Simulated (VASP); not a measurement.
## TiO2: single point with PBE

The system is TiO2.

```
CELL_PARAMETERS angstrom
0.00000 2.41490 2.41490
2.41490 0.00000 2.41490
2.41490 2.41490 0.00000
ATOMIC_POSITIONS crystal
Ti 0.00000 0.00000 0.00000
O 0.75000 0.75000 0.75000
O 0.25000 0.25000 0.25000
```

```json
{"Program": "VASP 6.6.1", "Task": "single point", "Functional": "PBE", "Potentials or basis": "VASP PAW PBE potentials, release 64 (Ti_sv, O)", "Cutoff": "520 eV", "k mesh": "8 × 8 × 8", "Occupations": "fermi-dirac, width 0.02 eV", "Spin": "no spin polarisation"}
```

The pressure is 0.8 GPa and the band gap on the k mesh is 1.11 eV (least direct gap 1.78 eV).

Levels at points of the mesh, in eV from the valence-band top:
```tsv
k point	band 8	band 9	band 10	band 11	band 12	band 13	band 14	band 15	band 16	band 17
(0.00, 0.00, 0.00)	-5.87	-5.87	-0.85	-0.85	-0.85	1.11	1.11	5.21	5.21	5.21
(0.50, 0.00, 0.00)	-4.80	-3.31	-3.24	-2.49	-2.49	1.44	1.44	2.75	4.82	4.82
(0.50, 0.50, 0.00)	-4.53	-4.53	-2.05	-2.05	0.00	1.78	1.79	2.77	4.05	4.05
```

Run time: 12 s on 1 thread of Intel(R) Xeon(R) 6975P-C (Granite Rapids), on a shared host, peak memory 0.16 GiB.

A k mesh can miss the band edges.
